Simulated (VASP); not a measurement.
# Rh (Immm) in VASP: a series of runs, part 2 of 2

VASP 6.6.1. The steps go on from the part before.

## (3) Single point, PBE

This run uses another cell than the first one, of 13.73 Å³/atom, 1.007 times its volume.

Input file INCAR:

```
SYSTEM = Rh
PREC     = Accurate       ! precision mode
ENCUT    = 520            ! plane-wave cutoff, eV
EDIFF    = 1E-6           ! SCF threshold, eV
ISMEAR   = 0              ! smearing method
SIGMA    = 0.15           ! smearing width, eV
LREAL    = .FALSE.        ! projectors in reciprocal space
LASPH    = .TRUE.         ! aspherical terms in the spheres
NELM     = 60             ! most SCF steps
ALGO     = Fast           ! electronic algorithm
ISIF     = 2              ! what is computed and relaxed
LWAVE    = .FALSE.        ! write WAVECAR
LCHARG   = .FALSE.        ! write CHGCAR
GGA      = PE             ! functional
NBANDS   = 14             ! bands
```

Input file KPOINTS:

```
Automatic mesh
0
G
  20 20 20
  0 0 0
```

Input file POSCAR:

```
Rh
1.0
   -0.2872578633      1.9150524221      1.9150524221
    1.9150524221     -0.2872578633      1.9150524221
    1.6277945588      1.6277945588      0.0000000000
Rh
1
Direct
    0.0000000000      0.0000000000      0.0000000000
```

Potentials or basis: VASP PAW PBE potentials, release 64 (Rh_pv).

Launch:

```sh
$ cat potpaw_PBE.64/Rh_pv/POTCAR > POTCAR
$ mpirun -np 1 vasp_std > vasp.out
```

OUTCAR:

```text
SYSTEM = Rh
   PREC = Accurate
   ENCUT = 520
   EDIFF = 1E-6
   ISMEAR = 0
   LREAL = .FALSE.
   LASPH = .TRUE.
   NELM = 60
   ISIF = 2
   GGA = PE

 ion  position               nearest neighbor table
   1  0.000  0.000  0.000-

  LATTYP: Found a body centered orthorhombic cell.
 ALAT       =     2.3020491418
 B/A-ratio  =     1.3529411764
 C/A-ratio  =     1.6637806616

  Lattice vectors:

 A1 = (   0.2872578633,  -1.9150524221,  -1.9150524221)
 A2 = (  -0.2872578633,   1.9150524221,  -1.9150524221)
 A3 = (   1.9150524221,  -0.2872578633,   1.9150524221)

Analysis of symmetry for initial positions (statically):
=====================================================================
 Subroutine PRICEL returns:
 Original cell was already a primitive cell.

 Routine SETGRP: Setting up the symmetry group for a
 body centered orthorhombic supercell.

 Subroutine GETGRP returns: Found  8 space group operations
 (whereof  8 operations were pure point group operations)
 out of a pool of  8 trial point group operations.

The static configuration has the point symmetry D_2h.

Analysis of symmetry for dynamics (positions and initial velocities):
=====================================================================
 Subroutine PRICEL returns:
 Original cell was already a primitive cell.

 Routine SETGRP: Setting up the symmetry group for a
 body centered orthorhombic supercell.

 Subroutine GETGRP returns: Found  8 space group operations
 (whereof  8 operations were pure point group operations)
 out of a pool of  8 trial point group operations.

The dynamic configuration has the point symmetry D_2h.

 Subroutine INISYM returns: Found  8 space group operations
 (whereof  8 operations are pure point group operations),
 and found     1 'primitive' translations

----------------------------------------------------------------------------------------

                                     Primitive cell

  volume of cell :      13.7306

  direct lattice vectors                    reciprocal lattice vectors
    -0.287257863  1.915052422  1.915052422    -0.227034312  0.227034312  0.261089459
     1.915052422 -0.287257863  1.915052422     0.227034312 -0.227034312  0.261089459
     1.627794559  1.627794559  0.000000000     0.307164069  0.307164069 -0.261089459

  length of vectors
     2.723484650  2.723484650  2.302049142     0.413831926  0.413831926  0.506820714

  position of ions in fractional coordinates (direct lattice)
     0.000000000  0.000000000  0.000000000

  ion indices of the primitive-cell ions
   primitive index   ion index
                 1           1

----------------------------------------------------------------------------------------

 KPOINTS: Automatic mesh

Automatic generation of k-mesh.
 Grid dimensions read from file:
 generate k-points for:   20   20   20

 Generating k-lattice:

  Cartesian coordinates                     Fractional coordinates (reciprocal lattice)
    -0.011351716  0.011351716  0.013054473     0.050000000  0.000000000  0.000000000
     0.011351716 -0.011351716  0.013054473     0.000000000  0.050000000  0.000000000
     0.015358203  0.015358203 -0.013054473     0.000000000  0.000000000  0.050000000

  Length of vectors
     0.020691596  0.020691596  0.025341036

  Shift w.r.t. Gamma in fractional coordinates (k-lattice)
     0.000000000  0.000000000  0.000000000

 Subroutine IBZKPT returns following result:
 ===========================================

 Found   1166 irreducible k-points:

 Following reciprocal coordinates:
            Coordinates               Weight
  0.000000  0.000000  0.000000      1.000000
  0.050000 -0.000000  0.000000      4.000000
  0.100000 -0.000000  0.000000      4.000000
  0.150000  0.000000  0.000000      4.000000
  0.200000 -0.000000  0.000000      4.000000
  0.250000  0.000000  0.000000      4.000000
[... 16 lines left out ...]
 -0.400000  0.050000  0.000000      4.000000
 -0.350000  0.050000  0.000000      4.000000
 [... further k-points ...]
   k-points           NKPTS =   1166   k-points in BZ     NKDIM =   1166   number of bands    NBANDS=     14
   number of dos      NEDOS =    301   number of ions     NIONS =      1
   total plane-waves  NPLWV =   7200
   dimension x,y,z NGX =    20 NGY =   20 NGZ =   18
   dimension x,y,z NGXF=    40 NGYF=   40 NGZF=   36
   ions per type =               1
   NGX,Y,Z   is equivalent  to a cutoff of  12.21, 12.21, 13.00 a.u.
   NGXF,Y,Z  is equivalent  to a cutoff of  24.42, 24.42, 26.00 a.u.
 SYSTEM =  Rh
   PREC   = accura    normal or accurate (medium, high low for compatibility)
   ISTART =      0    job   : 0-new  1-cont  2-samecut
   ICHARG =      2    charge: 1-file 2-atom 10-const
   ISPIN  =      1    spin polarized calculation?
   LNONCOLLINEAR =      F non collinear calculations
   LSORBIT =      F    spin-orbit coupling
   LASPH  =      T    aspherical Exc in radial PAW
   ENCUT  =  520.0 eV  38.22 Ry    6.18 a.u.   5.06  5.06  4.28*2*pi/ulx,y,z
   NELM   =     60;   NELMIN=  2; NELMDL= -5     # of ELM steps
   EDIFF  = 0.1E-05   stopping-criterion for ELM
   LREAL  =      F    real-space projection
   EDIFFG = 0.1E-04   stopping-criterion for IOM
   NSW    =      0    number of steps for IOM
   IBRION =     -1    ionic relax: 0-MD 1-quasi-New 2-CG
   NFREE  =      0    steps in history (QN), initial steepest desc. (CG)
   ISIF   =      2    stress and relaxation
   ISYM   =      2    0-nonsym 1-usesym 2-fastsym
   POTIM  = 0.5000    time-step for ionic-motion
   TEBEG  =    0.0;   TEEND  =   0.0 temperature during run
   PSTRESS=    0.0 pullay stress
   NELECT =      15.0000    total number of electrons
   NUPDOWN=      -1.0000    fix difference up-down
   EMIN   =  10.00;   EMAX   =-10.00  energy-range for DOS
   EFERMI =   0.00;   METHOD = LEGACY
   ISMEAR =     0;   SIGMA  =   0.15  broadening in eV -4-tet -1-fermi 0-gaus
   EFERMI_NEDOS =   21; number of points for ismear=-14 and -15
   IALGO  =     68    algorithm
   IMIX   =      4    mixing-type and parameters
     AMIX     =   0.40;   BMIX     =  1.00
     AMIX_MAG =   1.60;   BMIX_MAG =  1.00
  volume/ion in A,a.u.               =      13.73        92.66
  Fermi-wavevector in a.u.,A,eV,Ry     =   1.686070  3.186211 38.679089  2.842833
  Thomas-Fermi vector in A             =   2.768801
   LORBIT       =      0    0 simple, 1 ext, 2 COOP (PROOUT), +10 PAW based schemes
   GGA     = PE    functional components
   LHFCALC =     F    Hartree Fock is set to
   AEXX    =    0.0000 exact exchange contribution
   IVDW    =     0    specifies the selected vdW correction
   LEPSILON=     F    determine dielectric tensor
   LRPA    =     F    only Hartree local field effects (RPA)
 non-spin polarized calculation
 RMM-DIIS sequential band-by-band and
 Gauss-broadening in eV      SIGMA  =   0.15
  energy-cutoff  :      520.00
  volume of cell :       13.73
 maximum number of plane-waves:       383
   NGX = 11   NGY = 11   NGZ =  9

 number of electron      15.0000007 magnetization

 Free energy of the ion-electron system (eV)
  ---------------------------------------------------
  ext. energy  EPLUGINS =         0.00000000
  ---------------------------------------------------
  free energy    TOTEN  =        -6.49427118 eV

  energy without entropy =       -6.47493550  energy(sigma->0) =       -6.48460334

 E-fermi :  11.8329     XC(G=0): -13.9600

 val. band max:       11.8326798638   @ k =  -0.1000   0.4500   0.3500
 cond. band min:      11.8331400678   @ k =  -0.2000   0.3000   0.2000
 fundamental gap:      0.0004602040
 Fermi energy:        11.8329335130

 k-point     1 :       0.0000    0.0000    0.0000
  band No.  band energies     occupation
      1     -34.3954      2.00000
      2     -34.3674      2.00000
      3     -34.2439      2.00000
      4       4.0600      2.00000
      5       6.9065      2.00000
      6       7.3878      2.00000
      7      11.0650      2.00000
      8      11.6205      1.95481
      9      11.7511      1.55976
     10      27.0747      0.00000
     11      29.4322      0.00000
     12      32.6612      0.00000
     13      34.5884      0.00000
     14      38.3554      0.00000
[... 375 lines left out ...]
 k-point    24 :      -0.3500    0.0500    0.0000
  band No.  band energies     occupation
      1     -34.8512      2.00000
      2     -34.3837      2.00000
      3     -34.2963      2.00000
      4       5.5059      2.00000
      5       7.2172      2.00000
      6       9.6716      2.00000
      7      11.0931      2.00000
      8      11.3910      1.99997
      9      12.7660      0.00000
     10      20.9727      0.00000
     11      28.7182      0.00000
     12      32.6609      0.00000
     13      33.5377      0.00000
     14      37.7490      0.00000

 [... further k-points ...]
[... 5 lines left out ...]
  --------------------------------------------------------------------------------------
  -------------------------------------------------------------------------------------
  Total        4.0208746      4.0208746      0.2289561      4.7585580      0.0000000      0.0000000
  in kB      469.1830902    469.1830902     26.7161646    555.2610238      0.0000000      0.0000000
  external PRESSURE =     321.6941150 kB  Pullay stress =       0.0000000 kB

 VOLUME and BASIS-vectors are now :
 -----------------------------------------------------------------------------
  energy-cutoff  :      520.00
  volume of cell :       13.73
      direct lattice vectors                 reciprocal lattice vectors
    -0.287257863  1.915052422  1.915052422    -0.227034312  0.227034312  0.261089459
     1.915052422 -0.287257863  1.915052422     0.227034312 -0.227034312  0.261089459
     1.627794559  1.627794559  0.000000000     0.307164069  0.307164069 -0.261089459

 POSITION                                       TOTAL-FORCE (eV/Angst)
 -----------------------------------------------------------------------------------
      0.00000      0.00000      0.00000         0.000000     -0.000000      0.000000
 -----------------------------------------------------------------------------------
    total drift:                                0.000000     -0.000000      0.000000

  FREE ENERGIE OF THE ION-ELECTRON SYSTEM (eV)
  ---------------------------------------------------
  free  energy   TOTEN  =        -6.4942711799 eV

  energy  without entropy=       -6.4749354965  energy(sigma->0) =       -6.48460334
```

Run time: 2.7 min. Hardware: 1 thread of Intel Xeon Platinum 8488C (Sapphire Rapids), shared host; peak memory 0.3 GiB.

Results:

```yaml
Free_energy: -6.4943 eV
Pressure: 32.2 GPa
```

## (4) Single point, PBE

This run uses another cell than the first one, of 13.91 Å³/atom, 1.019 times its volume.

Input file INCAR:

```
SYSTEM = Rh
  PREC = Accurate
  ENCUT = 520
  EDIFF = 1E-6
  ISMEAR = 0
  SIGMA = 0.15
  LREAL = .FALSE.
  LASPH = .TRUE.
  NELM = 80
  ALGO = Fast
  ISIF = 2
  LWAVE = .FALSE.
  LCHARG = .FALSE.
  GGA = PE
  NBANDS = 14
```

Input file KPOINTS:

```
regular mesh
0
G
  20 20 20
  0 0 0
```

Input file POSCAR:

```
Rh
1.0
   -0.1915052422      1.9150524221      1.9150524221
    1.9150524221     -0.1915052422      1.9150524221
    1.7235471799      1.7235471799      0.0000000000
Rh
1
Direct
    0.0000000000      0.0000000000      0.0000000000
```

Potentials or basis: VASP PAW PBE potentials, release 64 (Rh_pv).

Launch:

```sh
$ cat potpaw_PBE.64/Rh_pv/POTCAR > POTCAR
$ mpirun -np 1 vasp_std > vasp.out
```

OUTCAR:

```text
SYSTEM = Rh
   PREC = Accurate
   ENCUT = 520
   EDIFF = 1E-6
   ISMEAR = 0
   LREAL = .FALSE.
   LASPH = .TRUE.
   NELM = 80
   ISIF = 2
   GGA = PE

 ion  position               nearest neighbor table
   1  0.000  0.000  0.000-

  LATTYP: Found a body centered orthorhombic cell.
 ALAT       =     2.4374637972
 B/A-ratio  =     1.2222222222
 C/A-ratio  =     1.5713484026

  Lattice vectors:

 A1 = (   0.1915052422,  -1.9150524221,  -1.9150524221)
 A2 = (  -0.1915052422,   1.9150524221,  -1.9150524221)
 A3 = (   1.9150524221,  -0.1915052422,   1.9150524221)

Analysis of symmetry for initial positions (statically):
=====================================================================
 Subroutine PRICEL returns:
 Original cell was already a primitive cell.

 Routine SETGRP: Setting up the symmetry group for a
 body centered orthorhombic supercell.

 Subroutine GETGRP returns: Found  8 space group operations
 (whereof  8 operations were pure point group operations)
 out of a pool of  8 trial point group operations.

The static configuration has the point symmetry D_2h.

Analysis of symmetry for dynamics (positions and initial velocities):
[... 165 lines left out ...]
 k-point     1 :       0.0000    0.0000    0.0000
  band No.  band energies     occupation
      1     -34.6187      2.00000
      2     -34.6130      2.00000
      3     -34.5646      2.00000
      4       3.8623      2.00000
      5       7.6500      2.00000
      6       7.7081      2.00000
      7      10.0408      2.00000
      8      11.0873      2.00000
      9      11.1605      1.99999
     10      27.2698      0.00000
     11      30.3116      0.00000
     12      32.3719      0.00000
     13      33.6932      0.00000
     14      36.8796      0.00000
[... 377 lines left out ...]
      1     -35.0997      2.00000
      2     -34.6394      2.00000
      3     -34.6280      2.00000
      4       5.6462      2.00000
      5       7.6342      2.00000
      6       9.6858      2.00000
      7      10.1113      2.00000
      8      11.5312      1.64088
      9      12.1258      0.00000
     10      21.3959      0.00000
     11      28.4319      0.00000
     12      32.3720      0.00000
     13      33.2137      0.00000
     14      38.1157      0.00000

 [... further k-points ...]
[... 5 lines left out ...]
  --------------------------------------------------------------------------------------
  -------------------------------------------------------------------------------------
  Total        1.8141186      1.8141186     -0.0403505      3.1746405      0.0000000      0.0000000
  in kB      209.0109606    209.0109606     -4.6489260    365.7614581      0.0000000      0.0000000
  external PRESSURE =     137.7909984 kB  Pullay stress =       0.0000000 kB

 VOLUME and BASIS-vectors are now :
 -----------------------------------------------------------------------------
  energy-cutoff  :      520.00
  volume of cell :       13.91
      direct lattice vectors                 reciprocal lattice vectors
    -0.191505242  1.915052422  1.915052422    -0.237354053  0.237354053  0.261089459
     1.915052422 -0.191505242  1.915052422     0.237354053 -0.237354053  0.261089459
     1.723547180  1.723547180  0.000000000     0.290099398  0.290099398 -0.261089459

 POSITION                                       TOTAL-FORCE (eV/Angst)
 -----------------------------------------------------------------------------------
      0.00000      0.00000      0.00000        -0.000000      0.000000      0.000000
 -----------------------------------------------------------------------------------
    total drift:                                0.000000     -0.000000      0.000000

  FREE ENERGIE OF THE ION-ELECTRON SYSTEM (eV)
  ---------------------------------------------------
  free  energy   TOTEN  =        -6.9349284851 eV

  energy  without entropy=       -6.9163793242  energy(sigma->0) =       -6.92565390
```

stdout:

```text
POSCAR found type information on POSCAR Rh
 POSCAR found :  1 types and       1 ions
 scaLAPACK will be used
 LDA part: xc-table for (Slater+PW92), standard interpolation
 POSCAR, INCAR and KPOINTS ok, starting setup
 FFT: planning ... GRIDC
 FFT: planning ... GRID_SOFT
 FFT: planning ... GRID
 WAVECAR not read
 entering main loop
WARNING in EDDRMM: call to ZHEGV failed, returncode =   6  3     12
WARNING in EDDRMM: call to ZHEGV failed, returncode =   8  4     13
```

Run time: 3.3 min. Hardware: 1 thread of Intel Xeon Platinum 8488C (Sapphire Rapids), shared host; peak memory 0.3 GiB.

What came out:

```yaml
Free_energy: -6.9349 eV
Pressure: 13.8 GPa
```

Stress tensor (GPa, compression positive):
```
20.90 36.58  0.00
36.58 20.90  0.00
 0.00  0.00 -0.46
```

## (5) Overview

| cell | gap on the mesh (eV) | pressure (GPa) |
| --- | --- | --- |
| a = 2.692, b = 2.692, c = 2.537 Å, angles 61.9, 61.9, 62.9°, 1 atom | none | 11.3 |
| a = 2.723, b = 2.723, c = 2.302 Å, angles 65.0, 65.0, 69.8°, 1 atom | none | 32.2 |
| a = 2.715, b = 2.715, c = 2.437 Å, angles 63.3, 63.3, 66.5°, 1 atom | none | 13.8 |

Alike in all rows: task single point; level PBE; potentials or basis VASP PAW PBE potentials, release 64 (Rh_pv); no spin polarisation; k mesh 20 × 20 × 20; cutoff (eV) 520; smearing gaussian 0.15 eV.

Absolute energies hang on the potentials; compare differences alone.
